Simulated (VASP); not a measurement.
# TaN (a.f) (Fm-3m) in VASP: single point with PBEsol

Aim: the single point of TaN (a.f) with PBEsol.

Everything below comes from runs of VASP 6.6.1. Logs are shortened: lines on timing, memory, paths and dates and some standing lists are left out, and cuts for length are marked.

## Step 1: The cell of the first run

The structure is cubic, space group Fm-3m (No. 225). Conventional cell: a = 4.375 Å, b = 4.375 Å, c = 4.375 Å, α = 90.00°, β = 90.00°, γ = 90.00°. Within 2.9 Å of Ta (site symmetry m-3m) lie 6 N at 2.19 Å. N (site symmetry m-3m) has 6 Ta at 2.19 Å within 2.9 Å.

## Step 2: Single point, PBEsol

INCAR

```
SYSTEM = TaN
PREC = Accurate
ENCUT = 600
EDIFF = 1E-6
ISMEAR = 0
SIGMA = 0.1
LREAL = .FALSE.
LASPH = .TRUE.
NELM = 120
ALGO = Normal
ISIF = 2
LWAVE = .FALSE.
LCHARG = .FALSE.
GGA = PS
NBANDS = 15
GGA_COMPAT = .FALSE.
```

KPOINTS

```
Automatic mesh
0
G
  16 16 16
  0 0 0
```

POSCAR

```
TaN
1.0
    0.0000000000      2.1874108982      2.1874108982
    2.1874108982      0.0000000000      2.1874108982
    2.1874108982      2.1874108982      0.0000000000
Ta N
1 1
Direct
    0.0000000000      0.0000000000      0.0000000000
    0.5000000000      0.5000000000      0.5000000000
```

Potentials or basis: VASP PAW PBE potentials, release 64 (Ta_pv, N).

Run with:

```console
$ cat potpaw_PBE.64/Ta_pv/POTCAR potpaw_PBE.64/N/POTCAR > POTCAR
$ mpirun -np 1 vasp_std > vasp.out
```

OUTCAR:

```text
SYSTEM = TaN
   PREC = Accurate
   ENCUT = 600
   EDIFF = 1E-6
   ISMEAR = 0
   LREAL = .FALSE.
   LASPH = .TRUE.
   NELM = 120
   ISIF = 2
   GGA = PS

 ion  position               nearest neighbor table
   1  0.000  0.000  0.000-   2 2.19   2 2.19   2 2.19   2 2.19   2 2.19   2 2.19
   2  0.500  0.500  0.500-   1 2.19   1 2.19   1 2.19   1 2.19   1 2.19   1 2.19

  LATTYP: Found a face centered cubic cell.
 ALAT       =     4.3748217964

  Lattice vectors:

 A1 = (   0.0000000000,   2.1874108982,   2.1874108982)
 A2 = (   2.1874108982,   0.0000000000,   2.1874108982)
 A3 = (   2.1874108982,   2.1874108982,   0.0000000000)

Analysis of symmetry for initial positions (statically):
=====================================================================
 Subroutine PRICEL returns:
 Original cell was already a primitive cell.

 Routine SETGRP: Setting up the symmetry group for a
 face centered cubic supercell.

 Subroutine GETGRP returns: Found 48 space group operations
 (whereof 48 operations were pure point group operations)
 out of a pool of 48 trial point group operations.

The static configuration has the point symmetry O_h .

Analysis of symmetry for dynamics (positions and initial velocities):
=====================================================================
 Subroutine PRICEL returns:
 Original cell was already a primitive cell.

 Routine SETGRP: Setting up the symmetry group for a
 face centered cubic supercell.

 Subroutine GETGRP returns: Found 48 space group operations
 (whereof 48 operations were pure point group operations)
 out of a pool of 48 trial point group operations.

The dynamic configuration has the point symmetry O_h .

 Subroutine INISYM returns: Found 48 space group operations
 (whereof 48 operations are pure point group operations),
 and found     1 'primitive' translations

----------------------------------------------------------------------------------------

                                     Primitive cell

  volume of cell :      20.9325

  direct lattice vectors                    reciprocal lattice vectors
     0.000000000  2.187410898  2.187410898    -0.228580739  0.228580739  0.228580739
     2.187410898  0.000000000  2.187410898     0.228580739 -0.228580739  0.228580739
     2.187410898  2.187410898  0.000000000     0.228580739  0.228580739 -0.228580739

  length of vectors
     3.093466159  3.093466159  3.093466159     0.395913454  0.395913454  0.395913454

  position of ions in fractional coordinates (direct lattice)
[... 85 lines left out ...]
   ISIF   =      2    stress and relaxation
   ISYM   =      2    0-nonsym 1-usesym 2-fastsym
   POTIM  = 0.5000    time-step for ionic-motion
   TEBEG  =    0.0;   TEEND  =   0.0 temperature during run
   PSTRESS=    0.0 pullay stress
   NELECT =      16.0000    total number of electrons
   NUPDOWN=      -1.0000    fix difference up-down
   EMIN   =  10.00;   EMAX   =-10.00  energy-range for DOS
   EFERMI =   0.00;   METHOD = LEGACY
   ISMEAR =     0;   SIGMA  =   0.10  broadening in eV -4-tet -1-fermi 0-gaus
   EFERMI_NEDOS =   21; number of points for ismear=-14 and -15
   IALGO  =     38    algorithm
   IMIX   =      4    mixing-type and parameters
     AMIX     =   0.40;   BMIX     =  1.00
     AMIX_MAG =   1.60;   BMIX_MAG =  1.00
  volume/ion in A,a.u.               =      10.47        70.63
  Fermi-wavevector in a.u.,A,eV,Ry     =   1.496837  2.828611 30.484131  2.240520
  Thomas-Fermi vector in A             =   2.608802
   LORBIT       =      0    0 simple, 1 ext, 2 COOP (PROOUT), +10 PAW based schemes
   GGA     = PS    functional components
   LHFCALC =     F    Hartree Fock is set to
   AEXX    =    0.0000 exact exchange contribution
   IVDW    =     0    specifies the selected vdW correction
   LEPSILON=     F    determine dielectric tensor
   LRPA    =     F    only Hartree local field effects (RPA)
 non-spin polarized calculation
 Gauss-broadening in eV      SIGMA  =   0.10
  energy-cutoff  :      600.00
  volume of cell :       20.93
 maximum number of plane-waves:       725
 NGX is ok and might be reduce to    28
   NGX = 13   NGY = 13   NGZ = 13

 number of electron      16.0000000 magnetization

 Free energy of the ion-electron system (eV)
  ---------------------------------------------------
  ext. energy  EPLUGINS =         0.00000000
  ---------------------------------------------------
  free energy    TOTEN  =       -23.21335638 eV

  energy without entropy =      -23.20774065  energy(sigma->0) =      -23.21054852

 E-fermi :   9.5452     XC(G=0): -13.6758

 val. band max:        9.5374616832   @ k =  -0.2500   0.3750   0.1250
 cond. band min:       9.5518971681   @ k =  -0.3125   0.3125   0.1250
 fundamental gap:      0.0144354849
 Fermi energy:         9.5451602269

 k-point     1 :       0.0000    0.0000    0.0000
  band No.  band energies     occupation
      1     -26.1191      2.00000
      2     -26.1191      2.00000
      3     -26.1191      2.00000
      4      -9.3831      2.00000
      5       5.7157      2.00000
      6       5.7157      2.00000
      7       5.7157      2.00000
      8       7.3822      2.00000
      9       7.3822      2.00000
     10       7.3822      2.00000
     11       9.5847      0.57557
     12       9.5847      0.57557
     13      11.2345      0.00000
     14      18.9373      0.00000
[... 401 lines left out ...]
      2     -26.1427      2.00000
      3     -26.1213      2.00000
      4      -9.1236      2.00000
      5       4.4799      2.00000
      6       4.7940      2.00000
      7       5.1450      2.00000
      8       7.5608      2.00000
      9       7.7968      2.00000
     10       8.1078      2.00000
     11      10.0275      0.00000
     12      10.9080      0.00000
     13      12.0370      0.00000
     14      19.7208      0.00000
     15      21.9558      0.00000

 [... further k-points ...]
[... 5 lines left out ...]
  --------------------------------------------------------------------------------------
  -------------------------------------------------------------------------------------
  Total        0.1482411      0.1482411      0.1482411     -0.0000000     -0.0000000      0.0000000
  in kB       11.3463987     11.3463987     11.3463987     -0.0000000     -0.0000000      0.0000000
  external PRESSURE =      11.3463987 kB  Pullay stress =       0.0000000 kB

 VOLUME and BASIS-vectors are now :
 -----------------------------------------------------------------------------
  energy-cutoff  :      600.00
  volume of cell :       20.93
      direct lattice vectors                 reciprocal lattice vectors
     0.000000000  2.187410898  2.187410898    -0.228580739  0.228580739  0.228580739
     2.187410898  0.000000000  2.187410898     0.228580739 -0.228580739  0.228580739
     2.187410898  2.187410898  0.000000000     0.228580739  0.228580739 -0.228580739

 POSITION                                       TOTAL-FORCE (eV/Angst)
 -----------------------------------------------------------------------------------
      0.00000      0.00000      0.00000        -0.000000      0.000000     -0.000000
      2.18741      2.18741      2.18741         0.000000     -0.000000      0.000000
 -----------------------------------------------------------------------------------
    total drift:                                0.000000      0.000000      0.000000

  FREE ENERGIE OF THE ION-ELECTRON SYSTEM (eV)
  ---------------------------------------------------
  free  energy   TOTEN  =       -23.2133563829 eV

  energy  without entropy=      -23.2077406526  energy(sigma->0) =      -23.21054852
```

OSZICAR:

```text
N       E                     dE             d eps       ncg     rms          rms(c)
DAV:   1     0.105093513687E+03    0.10509E+03   -0.93607E+03  4350   0.124E+03
DAV:   2    -0.225525731404E+02   -0.12765E+03   -0.12104E+03  5253   0.333E+02
DAV:   3    -0.259916783629E+02   -0.34391E+01   -0.34115E+01  5043   0.538E+01
DAV:   4    -0.260058870750E+02   -0.14209E-01   -0.14205E-01  5456   0.369E+00
DAV:   5    -0.260059712412E+02   -0.84166E-04   -0.84164E-04  5143   0.252E-01    0.251E+01
DAV:   6    -0.233149234190E+02    0.26910E+01   -0.48098E+00  5551   0.259E+01    0.106E+01
DAV:   7    -0.232517003337E+02    0.63223E-01   -0.53089E-01  5127   0.597E+00    0.717E+00
DAV:   8    -0.232201766883E+02    0.31524E-01   -0.15274E-01  5218   0.325E+00    0.160E+00
DAV:   9    -0.232135660686E+02    0.66106E-02   -0.20008E-02  4784   0.116E+00    0.351E-01
DAV:  10    -0.232134199717E+02    0.14610E-03   -0.13346E-03  5218   0.412E-01    0.810E-02
DAV:  11    -0.232133579977E+02    0.61974E-04   -0.12359E-04  4931   0.132E-01    0.244E-02
DAV:  12    -0.232133566867E+02    0.13110E-05   -0.86354E-06  5057   0.278E-02    0.429E-03
DAV:  13    -0.232133563829E+02    0.30376E-06   -0.62789E-07  2903   0.651E-03
   1 F= -.23213356E+02 E0= -.23210549E+02  d E =-.561573E-02
```

stdout:

```text
POSCAR found type information on POSCAR TaN
 POSCAR found :  2 types and       2 ions
 scaLAPACK will be used
 -----------------------------------------------------------------------------
|                                                                             |
|                                                                             |
|     You enforced a specific xc type in the INCAR file but a different       |
|     I HOPE YOU KNOW WHAT YOU ARE DOING!                                     |
|                                                                             |
 -----------------------------------------------------------------------------

 LDA part: xc-table for (Slater+PW92), standard interpolation
 POSCAR, INCAR and KPOINTS ok, starting setup
 FFT: planning ... GRIDC
 FFT: planning ... GRID_SOFT
 FFT: planning ... GRID
 WAVECAR not read
 entering main loop
```

Run time: 1.7 min. Hardware: 1 thread of AMD EPYC 7R13, shared host; peak memory 0.17 GiB.

What came out:

| Quantity | Value |
| --- | --- |
| Free energy | -23.2134 eV |
| Pressure | 1.1 GPa |
| Band gap on the k mesh | zero (band 8 reaches 11.51 eV, above the bottom of band 9 at 7.38 eV) |

Caveat: the PAW data sets were made with another functional, which shifts forces and pressure a little; spin-orbit coupling is left out, which moves the levels of the heavy elements.
